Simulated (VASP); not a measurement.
# GaN (rocksalt type) (Fm-3m) in VASP: notebook, part 2 of 2

VASP 6.6.1. The steps go on from the part before.

### 3 Relaxation of cell and atoms, PBE, target pressure 45 GPa, at which the enthalpy is minimised

The input, INCAR:

```
SYSTEM = GaN
ALGO = Normal
EDIFF = 1E-6
EDIFFG = -0.005
ENCUT = 600
GGA = PE
IBRION = 2
ISIF = 3
ISMEAR = -1
LASPH = .True.
LCHARG = .False.
LREAL = .False.
LWAVE = .False.
NELM = 80
NSW = 60
PREC = Accurate
PSTRESS = 450.0
SIGMA = 0.08
```

The input, KPOINTS:

```
k-points
0
Gamma
  16 16 16
  0 0 0
```

The input, POSCAR:

```
GaN
1.0
    0.0000000000      2.0295710070      2.0295710070
    2.0295710070      0.0000000000      2.0295710070
    2.0295710070      2.0295710070      0.0000000000
Ga N
1 1
Direct
    0.0000000000      0.0000000000      0.0000000000
    0.5000000000      0.5000000000      0.5000000000
```

Potentials or basis: VASP PAW PBE potentials, release 64 (Ga_d, N).

Run with:

```console
$ cat potpaw_PBE.64/Ga_d/POTCAR potpaw_PBE.64/N/POTCAR > POTCAR
$ mpirun -np 1 vasp_std > vasp.out
```

OUTCAR:

```text
SYSTEM = GaN
   EDIFF = 1E-6
   EDIFFG = -0.005
   ENCUT = 600
   GGA = PE
   IBRION = 2
   ISIF = 3
   ISMEAR = -1
   LASPH = .True.
   LREAL = .False.
   NELM = 80
   NSW = 60
   PREC = Accurate
   PSTRESS = 450.0

 ion  position               nearest neighbor table
   1  0.000  0.000  0.000-   2 2.03   2 2.03   2 2.03   2 2.03   2 2.03   2 2.03
   2  0.500  0.500  0.500-   1 2.03   1 2.03   1 2.03   1 2.03   1 2.03   1 2.03

  LATTYP: Found a face centered cubic cell.
 ALAT       =     4.0591420140

  Lattice vectors:

 A1 = (   0.0000000000,   2.0295710070,   2.0295710070)
 A2 = (   2.0295710070,   0.0000000000,   2.0295710070)
 A3 = (   2.0295710070,   2.0295710070,   0.0000000000)

Analysis of symmetry for initial positions (statically):
=====================================================================
 Subroutine PRICEL returns:
 Original cell was already a primitive cell.

 Routine SETGRP: Setting up the symmetry group for a
 face centered cubic supercell.

 Subroutine GETGRP returns: Found 48 space group operations
 (whereof 48 operations were pure point group operations)
 out of a pool of 48 trial point group operations.

The static configuration has the point symmetry O_h .

Analysis of symmetry for dynamics (positions and initial velocities):
=====================================================================
 Subroutine PRICEL returns:
 Original cell was already a primitive cell.

 Routine SETGRP: Setting up the symmetry group for a
 face centered cubic supercell.

 Subroutine GETGRP returns: Found 48 space group operations
 (whereof 48 operations were pure point group operations)
 out of a pool of 48 trial point group operations.

The dynamic configuration has the point symmetry O_h .

 Subroutine INISYM returns: Found 48 space group operations
 (whereof 48 operations are pure point group operations),
 and found     1 'primitive' translations

----------------------------------------------------------------------------------------

                                     Primitive cell

  volume of cell :      16.7202

  direct lattice vectors                    reciprocal lattice vectors
     0.000000000  2.029571007  2.029571007    -0.246357481  0.246357481  0.246357481
     2.029571007  0.000000000  2.029571007     0.246357481 -0.246357481  0.246357481
     2.029571007  2.029571007  0.000000000     0.246357481  0.246357481 -0.246357481

  length of vectors
     2.870246844  2.870246844  2.870246844     0.426703673  0.426703673  0.426703673

  position of ions in fractional coordinates (direct lattice)
     0.000000000  0.000000000  0.000000000
     0.500000000  0.500000000  0.500000000

  ion indices of the primitive-cell ions
   primitive index   ion index
                 1           1
                 2           2

----------------------------------------------------------------------------------------

 KPOINTS: k-points

Automatic generation of k-mesh.
 Grid dimensions read from file:
 generate k-points for:   16   16   16

 Generating k-lattice:

[... 48 lines left out ...]
   ions per type =               1   1
   NGX,Y,Z   is equivalent  to a cutoff of  13.90, 13.90, 13.90 a.u.
   NGXF,Y,Z  is equivalent  to a cutoff of  27.80, 27.80, 27.80 a.u.
 SYSTEM =  GaN
   PREC   = accura    normal or accurate (medium, high low for compatibility)
   ISTART =      0    job   : 0-new  1-cont  2-samecut
   ICHARG =      2    charge: 1-file 2-atom 10-const
   ISPIN  =      1    spin polarized calculation?
   LNONCOLLINEAR =      F non collinear calculations
   LSORBIT =      F    spin-orbit coupling
   LASPH  =      T    aspherical Exc in radial PAW
   ENCUT  =  600.0 eV  44.10 Ry    6.64 a.u.   5.73  5.73  5.73*2*pi/ulx,y,z
   NELM   =     80;   NELMIN=  2; NELMDL= -5     # of ELM steps
   EDIFF  = 0.1E-05   stopping-criterion for ELM
   LREAL  =      F    real-space projection
   EDIFFG = -.5E-02   stopping-criterion for IOM
   NSW    =     60    number of steps for IOM
   IBRION =      2    ionic relax: 0-MD 1-quasi-New 2-CG
   NFREE  =      1    steps in history (QN), initial steepest desc. (CG)
   ISIF   =      3    stress and relaxation
   ISYM   =      2    0-nonsym 1-usesym 2-fastsym
   POTIM  = 0.5000    time-step for ionic-motion
   TEBEG  =    0.0;   TEEND  =   0.0 temperature during run
   PSTRESS=  450.0 pullay stress
   NELECT =      18.0000    total number of electrons
   NUPDOWN=      -1.0000    fix difference up-down
   EMIN   =  10.00;   EMAX   =-10.00  energy-range for DOS
   EFERMI =   0.00;   METHOD = LEGACY
   ISMEAR =    -1;   SIGMA  =   0.08  broadening in eV -4-tet -1-fermi 0-gaus
   EFERMI_NEDOS =   21; number of points for ismear=-14 and -15
   IALGO  =     38    algorithm
   IMIX   =      4    mixing-type and parameters
     AMIX     =   0.40;   BMIX     =  1.00
     AMIX_MAG =   1.60;   BMIX_MAG =  1.00
  volume/ion in A,a.u.               =       8.36        56.42
  Fermi-wavevector in a.u.,A,eV,Ry     =   1.677843  3.170664 38.302555  2.815158
  Thomas-Fermi vector in A             =   2.762038
   LORBIT       =      0    0 simple, 1 ext, 2 COOP (PROOUT), +10 PAW based schemes
   GGA     = PE    functional components
   LHFCALC =     F    Hartree Fock is set to
   AEXX    =    0.0000 exact exchange contribution
   IVDW    =     0    specifies the selected vdW correction
   LEPSILON=     F    determine dielectric tensor
   LRPA    =     F    only Hartree local field effects (RPA)
 conjugate gradient relaxation of ions
 non-spin polarized calculation
  energy-cutoff  :      600.00
  volume of cell :       16.72
 maximum number of plane-waves:       568
   NGX = 11   NGY = 11   NGZ = 11

--------------------------------------- Ionic step        1  -------------------------------------------

 number of electron      18.0000006 magnetization

 Free energy of the ion-electron system (eV)
  ---------------------------------------------------
  ext. energy  EPLUGINS =         0.00000000
  ---------------------------------------------------
  free energy    TOTEN  =       -10.86117152 eV

  energy without entropy =      -10.86116923  energy(sigma->0) =      -10.86117038

------------------------ aborting loop because EDIFF is reached ----------------------------------------

  FORCE on cell =-STRESS in cart. coord.  units (eV):
  Direction    XX          YY          ZZ          XY          YZ          ZX
  --------------------------------------------------------------------------------------
  -------------------------------------------------------------------------------------
  Total        4.7420985      4.7420985      4.7420985      0.0000000      0.0000000      0.0000000
  in kB      454.4000915    454.4000915    454.4000915      0.0000000      0.0000000      0.0000000
  external PRESSURE =       4.4000915 kB  Pullay stress =     450.0000000 kB
[... 63 lines left out ...]
--------------------------------------- Ionic step        3  -------------------------------------------

 number of electron      18.0000006 magnetization

 Free energy of the ion-electron system (eV)
  ---------------------------------------------------
  ext. energy  EPLUGINS =         0.00000000
  ---------------------------------------------------
  free energy    TOTEN  =       -10.86784994 eV

  energy without entropy =      -10.86784750  energy(sigma->0) =      -10.86784872

 E-fermi :  10.3183     XC(G=0): -13.7784

 val. band max:        9.4944373686   @ k =  -0.1875   0.1875   0.0000
 cond. band min:      10.8817622076   @ k =   0.5000   0.5000   0.0000
 fundamental gap:      1.3873248390
 Fermi energy:        10.3182605057

 k-point     1 :       0.0000    0.0000    0.0000
  band No.  band energies     occupation
      1      -9.0965      2.00000
      2      -4.4873      2.00000
      3      -4.4873      2.00000
      4      -4.4873      2.00000
      5      -4.3585      2.00000
      6      -4.3585      2.00000
      7       8.8241      2.00000
      8       8.8241      2.00000
      9       8.8241      2.00000
     10      13.1895      0.00000
     11      24.9382      0.00000
     12      24.9382      0.00000
     13      24.9382      0.00000
[... 354 lines left out ...]
  band No.  band energies     occupation
      1      -8.8685      2.00000
      2      -4.5025      2.00000
      3      -4.4748      2.00000
      4      -4.4702      2.00000
      5      -4.4018      2.00000
      6      -4.3580      2.00000
      7       7.8193      2.00000
      8       8.5956      2.00000
      9       8.9823      2.00000
     10      14.0681      0.00000
     11      22.5197      0.00000
     12      23.7745      0.00000
     13      25.1685      0.00000

 [... further k-points ...]

------------------------ aborting loop because EDIFF is reached ----------------------------------------

  FORCE on cell =-STRESS in cart. coord.  units (eV):
  Direction    XX          YY          ZZ          XY          YZ          ZX
  --------------------------------------------------------------------------------------
  -------------------------------------------------------------------------------------
  Total        4.7024132      4.7024132      4.7024132      0.0000000      0.0000000     -0.0000000
  in kB      449.9609587    449.9609587    449.9609587      0.0000000      0.0000000     -0.0000000
  external PRESSURE =      -0.0390413 kB  Pullay stress =     450.0000000 kB
[... 21 lines left out ...]
  energy  without entropy=      -10.8678474974  energy(sigma->0) =      -10.86784872

  enthalpy is  TOTEN    =        -6.1650287717 eV   P V=        4.7028211663

 reached required accuracy - stopping structural energy minimisation
```

OSZICAR:

```text
N       E                     dE             d eps       ncg     rms          rms(c)
DAV:   1     0.810098307339E+02    0.81010E+02   -0.10636E+04  4362   0.297E+03
[... 21 lines left out ...]
       N       E                     dE             d eps       ncg     rms          rms(c)
DAV:   1    -0.108683355741E+02    0.84139E-02   -0.68541E-03  4275   0.252E+00    0.136E-01
DAV:   2    -0.108679703467E+02    0.36523E-03   -0.55766E-04  4520   0.895E-01    0.659E-02
DAV:   3    -0.108678588021E+02    0.11154E-03   -0.14654E-04  4506   0.478E-01    0.120E-02
DAV:   4    -0.108678532257E+02    0.55764E-05   -0.13840E-05  3984   0.524E-02    0.692E-03
DAV:   5    -0.108678499080E+02    0.33178E-05   -0.26905E-06  2946   0.259E-02    0.101E-03
DAV:   6    -0.108678499380E+02   -0.30049E-07   -0.26965E-07  1895   0.881E-03
   3 F= -.61650288E+01 E0= -.61650276E+01  d E =-.366323E-04
```

Run time: 88 s. Hardware: 1 thread of Intel Xeon Platinum 8259CL at 2.50GHz (Skylake/Cascade Lake), shared host; peak memory 0.17 GiB.

What came out:

```yaml
Free_energy: -10.8678 eV
Relaxed_volume: 8.37 Å³/atom
Relaxed_cell: a = 2.872 Å, b = 2.872 Å, c = 2.872 Å, α = 60.00°, β = 60.00°, γ = 60.00°
Space_group_after_relaxing_to_0.1_Å: Fm-3m (No. 225)
Energy_change_on_relaxing_the_run_minimises_the_enthalpy: -3.3 meV/atom
Ionic_steps: 3
Pressure_after_relaxing: 45.0 GPa
Band_gap_on_the_k_mesh: 1.39 eV (least direct gap 4.37 eV)
```

Step by step:
| step | energy change (eV) | largest force (eV/Å) | pressure (GPa) | volume (Å³) |
| --- | --- | --- | --- | --- |
| 1 | 0.0000 | 0.0000 | 45.44 | 16.72 |
| 2 | -0.0156 | 0.0000 | 44.17 | 16.78 |
| 3 | -0.0067 | 0.0000 | 45.00 | 16.74 |

Final structure:
```cif
data_structure
_symmetry_space_group_name_H-M 'P 1'
_symmetry_Int_Tables_number 1
_cell_length_a 2.8716
_cell_length_b 2.8716
_cell_length_c 2.8716
_cell_angle_alpha 60.000
_cell_angle_beta 60.000
_cell_angle_gamma 60.000
_cell_volume 16.74
loop_
_atom_site_label
_atom_site_type_symbol
_atom_site_fract_x
_atom_site_fract_y
_atom_site_fract_z
_atom_site_occupancy
Ga1 Ga 0.00000 0.00000 0.00000 1
N1 N 0.50000 0.50000 0.50000 1
```

Caveat: the cell is relaxed towards a set pressure, so the run minimises the enthalpy, not the energy.
